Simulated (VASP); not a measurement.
Write the native input for VASP 6.6.1 that does the following.

```yaml
Task: single point
Functional: PBEsol
Potentials_or_basis: VASP PAW PBE potentials, release 64 (Ti_sv, B)
Cutoff: 520 eV
k_mesh: 15 × 15 × 13
Occupations: fermi-dirac, width 0.08 eV
Spin: no spin polarisation
Dipole_correction: no
Further_INCAR_settings: ALGO = Normal; EDIFF = 1e-07; NBANDS = 16
```

The structure of TiB2 lies in POSCAR:

```
TiB2
1.0
    3.0594901836      0.0000000000      0.0000000000
   -1.5297450918      2.6495962217      0.0000000000
    0.0000000000      0.0000000000      3.2284000000
Ti B
1 2
Direct
    0.0000000000      0.0000000000      0.0000000000
    0.3333333333      0.6666666667      0.5000000000
    0.6666666667      0.3333333333      0.5000000000
```

This cell differs from its parent crystal: equal xx and yy strain of +1 %.

The input as run:

INCAR

```
PREC = Accurate
ENCUT = 520
EDIFF = 1E-7
ISMEAR = -1
SIGMA = 0.08
LREAL = False
LASPH = True
NELM = 60
ALGO = Normal
ISIF = 2
LWAVE = False
LCHARG = False
GGA = PS
NBANDS = 16
```

KPOINTS

```
Automatic mesh
0
Gamma
  15 15 13
```

Potentials or basis: VASP PAW PBE potentials, release 64 (Ti_sv, B).

Command:

```bash
$ cat potpaw_PBE.64/Ti_sv/POTCAR potpaw_PBE.64/B/POTCAR > POTCAR
$ mpirun -np 1 vasp_std > vasp.out
```

Results of the run:

```yaml
Pressure: -9.9 GPa
Band_gap_on_the_k_mesh: zero (bands 9 and 10 overlap by 0.50 eV)
```

Caveat: the cell differs from its parent crystal (equal xx and yy strain of +1 %); the cell stands under tension; the PAW data sets were made with another functional, which shifts forces and pressure a little.

Run time: 97 s on 1 thread of Intel Xeon 8259CL, on a shared host, peak memory 0.2 GiB.
